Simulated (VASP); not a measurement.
HfMoSe4: relaxation of cell and atoms with PBE

The system is HfMoSe4.

```xyz
6
Lattice="0.0000 4.2374 4.2374 4.2374 0.0000 4.2374 4.2374 4.2374 0.0000" Properties=species:S:1:pos:R:3 pbc="T T T"
Hf    0.0000    0.0000    0.0000
Mo    2.1187    2.1187    2.1187
Se    3.1768    3.1768    5.2981
Se    5.2981    5.2981    5.2981
Se    5.2981    3.1768    3.1768
Se    3.1768    5.2981    3.1768
```

The cell was generated, and may not be a known phase.

```
Program                : VASP 6.6.1
Task                   : relaxation of cell and atoms
Functional             : PBE
Potentials or basis    : VASP PAW PBE potentials, release 64 (Hf_pv, Mo_sv, Se)
Cutoff                 : 600 eV
k mesh                 : 4 × 4 × 4
Occupations            : gaussian, width 0.1 eV
Spin                   : collinear spin
Starting moments       : [0.0, 1.0, 0.0, 0.0, 0.0, 0.0] μB
Dipole correction      : no
Further INCAR settings : ALGO = Normal; EDIFF = 1e-06; IBRION = 2; EDIFFG = -0.04; NSW = 90; ISIF = 3
```

```
Relaxed volume                                        : 19.86 Å³/atom
Relaxed cell                                          : a = 5.523 Å, b = 5.523 Å, c = 5.523 Å, α = 60.00°, β = 60.00°, γ = 60.00°
Space group after relaxing (to 0.1 Å)                 : F-43m (No. 216)
Energy gained by relaxing                             : 188.4 meV/atom
Ionic steps                                           : 6
Pressure after relaxing                               : -0.1 GPa
Largest force after relaxing                          : 0.026 eV/Å
Net moment                                            : 1.14 μB per cell
Site moments                                          : Hf -0.11; Mo +1.15; Se -0.01 μB
Valence electrons inside the program's atomic spheres : Hf 7.83; Mo 12.07; Se 3.74
```

Forces in eV/Å, atoms in the order of the input:
```
Hf   0.000  0.000  0.000
Mo   0.000  0.000  0.000
Se  -0.015 -0.015  0.015
Se   0.015  0.015  0.015
Se   0.015 -0.015 -0.015
Se  -0.015  0.015 -0.015
```

Step by step:
| step | energy change (eV) | largest force (eV/Å) | pressure (GPa) | volume (Å³) |
| --- | --- | --- | --- | --- |
| 1 | 0.0000 | 0.0245 | -8.85 | 152.17 |
| 2 | -1.0933 | 0.0898 | -2.51 | 123.37 |
| 3 | -1.1228 | 0.1206 | 1.25 | 117.14 |
| 4 | -1.1296 | 0.1114 | -0.12 | 119.12 |
| 5 | -1.1293 | 0.1144 | 0.28 | 118.51 |
| 6 | -1.1306 | 0.0257 | -0.13 | 119.13 |

Final structure:
```
CELL_PARAMETERS angstrom
0.00000 3.90543 3.90543
3.90543 0.00000 3.90543
3.90543 3.90543 0.00000
ATOMIC_POSITIONS crystal
Hf 0.00000 0.00000 0.00000
Mo 0.25000 0.25000 0.25000
Se 0.62482 0.62482 0.12553
Se 0.62482 0.62482 0.62482
Se 0.12553 0.62482 0.62482
Se 0.62482 0.12553 0.62482
```

Levels at points of the mesh, in eV from the Fermi level:
Spin up:
```
           k point  band 21  band 22  band 23  band 24  band 25  band 26  band 27  band 28
(0.00, 0.00, 0.00)    -0.89     0.28     0.28     1.10     1.10     1.10     1.60     1.60
(0.50, 0.00, 0.00)    -2.05    -0.57    -0.57     0.06     0.08     0.08     1.07     1.07
(0.50, 0.50, 0.00)    -3.25    -1.21    -1.21    -0.62    -0.20     0.79     1.00     1.20
```
Spin down:
```csv
k point,band 20,band 21,band 22,band 23,band 24,band 25,band 26,band 27
"(0.00, 0.00, 0.00)",-0.50,-0.50,1.07,1.07,1.07,1.27,1.27,1.78
"(0.50, 0.00, 0.00)",-3.00,-1.80,0.21,0.21,0.34,0.55,0.55,1.18
"(0.50, 0.50, 0.00)",-3.22,-3.22,-0.84,-0.84,0.29,0.36,0.98,1.30
```

Wall time 24 min on 1 thread of Intel Xeon 8259CL, on a shared host, peak memory 0.46 GiB.

Caveat: the volume moved by over 15 % at a fixed basis, so the end points are rough; spin-orbit coupling is left out, which moves the levels of the heavy elements.
